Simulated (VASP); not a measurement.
ZnS, 2 atoms in the cell. The structure is orthorhombic, space group Imm2 (No. 44). The conventional cell has a = 3.811 Å, b = 3.811 Å, c = 5.389 Å, α = 90.00°, β = 90.00°, γ = 90.00°. Within 3.0 Å of Zn (site symmetry mm2) lie 4 S at 2.30 to 2.37 Å. S (site symmetry mm2) has 4 Zn at 2.30 to 2.37 Å within 3.0 Å.  This cell differs from its parent crystal: atoms displaced along a vibrational mode.

| Property | Result |
| --- | --- |
| Program | VASP 6.6.1 |
| Task | single point |
| Functional | r2SCAN |
| Potentials or basis | VASP PAW PBE potentials, release 64 (Zn, S) |
| Cutoff | 520 eV |
| k mesh | 8 × 8 × 8 |
| Occupations | gaussian, width 0.05 eV |
| Spin | no spin polarisation |
| Dipole correction | no |
| Further INCAR settings | ALGO = Normal; EDIFF = 1e-06; NBANDS = 16 |

Potentials or basis: VASP PAW PBE potentials, release 64 (Zn, S).

Run with:

```bash
$ cat potpaw_PBE.64/Zn/POTCAR potpaw_PBE.64/S/POTCAR > POTCAR
$ cp INCAR.step1 INCAR
$ mpirun -np 1 vasp_std > vasp.out
$ cp INCAR.step2 INCAR
$ mpirun -np 1 vasp_std > vasp.out
```

Hardware: 1 thread of Intel Xeon 8259CL, on a shared host.

Task: Estimate the wall time of this run.

Result: It took 5.3 min on 1 thread of Intel Xeon 8259CL (shared host), peak memory 0.2 GiB. Counts: k points 95.
